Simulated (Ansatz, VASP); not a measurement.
**One calculation of HfO2, two programs**

File INCAR:

```
SYSTEM = HfO2
PREC = Accurate
ENCUT = 520
EDIFF = 1E-6
ISMEAR = 0
SIGMA = 0.05
LREAL = .False.
LASPH = .True.
NELM = 100
ALGO = Normal
ISIF = 2
LWAVE = .False.
LCHARG = .False.
GGA = PE
NBANDS = 31
```

File KPOINTS:

```
Automatic mesh
0
Gamma
  6 6 8
  0 0 0
```

The input POSCAR:

```
HfO2
1.0
    4.8407009752      0.0000000000      0.0000000000
    0.0000000000      4.8407009752      0.0000000000
    0.0000000000      0.0000000000      3.2110151318
Hf O
2 4
Direct
    0.0000000000      0.0000000000      0.0000000000
    0.5000000000      0.5000000000      0.5000000000
    0.1948161092      0.8051838908      0.5000000000
    0.3051838908      0.3051838908      0.0000000000
    0.6948161092      0.6948161092      0.0000000000
    0.8051838908      0.1948161092      0.5000000000
```

Input for Ansatz:

```yaml
crystal:
  lattice:
    - [4.8407009752, 0.0, 0.0]
    - [0.0, 4.8407009752, 0.0]
    - [0.0, 0.0, 3.2110151318]
  atoms:
    - { symbol: Hf, position: [0.0, 0.0, 0.0] }
    - { symbol: Hf, position: [0.5, 0.5, 0.5] }
    - { symbol: O, position: [0.1948161092, 0.8051838908, 0.5] }
    - { symbol: O, position: [0.3051838908, 0.3051838908, 0.0] }
    - { symbol: O, position: [0.6948161092, 0.6948161092, 0.0] }
    - { symbol: O, position: [0.8051838908, 0.1948161092, 0.5] }
basis:
  ecutwfc: 520.0
kpoints:
  mp_grid: { grid: [6, 6, 8] }
hamiltonian:
  xc: pbe
  pseudopotentials: { kind: paw, azcp: { folder: soft_1 } }
scf:
  occupations: { method: gaussian, width: 0.05 }
output:
  forces: true
  stress: true
  eigenvalues: true
```

Change from the starting cell: mode 4 frozen in at +0.000 Å, equal normal strain along x, y and z -0.0083.

Alike in both runs: task single point; functional PBE; k mesh 6 × 6 × 8; occupations gaussian, width 0.05 eV; no spin polarisation.

|  | VASP | Ansatz |
| --- | --- | --- |
| version | VASP 6.6.1 | Ansatz 0.2.0 |
| potentials or method | VASP PAW PBE potentials, release 64 (Hf_pv, O), cutoff 520 eV | scalar-relativistic, plane waves, PAW |
| valence electrons in the cell | 44 | 76 |

Ansatz gave:

| Item | Value |
| --- | --- |
| gap on the k mesh at the Fermi level (eV) | 4.00 |
| least direct gap on the mesh (eV) | 4.00 |
| pressure (GPa) | 5.7 |
| traceless stress, the component that is largest in VASP (GPa) | 1.05 |
| rms of the force components (eV/Å) | 0.040 |

Problem. What did VASP give for the same quantities?

Solution. gap on the k mesh at the Fermi level (eV): 3.94; least direct gap on the mesh (eV): 3.94; pressure (GPa): 2.7; traceless stress, the component that is largest in VASP (GPa): 0.55; rms of the force components (eV/Å): 0.015.

Atom by atom the forces differ by 0.025 eV/Å (rms over components). The functional is the same, so the differences come from potentials, cutoffs and numerics. VASP's potentials hold 44 valence electrons a cell and Ansatz's 76, so a difference there can come from the potentials and not from the codes.

Spin-orbit coupling is off throughout.
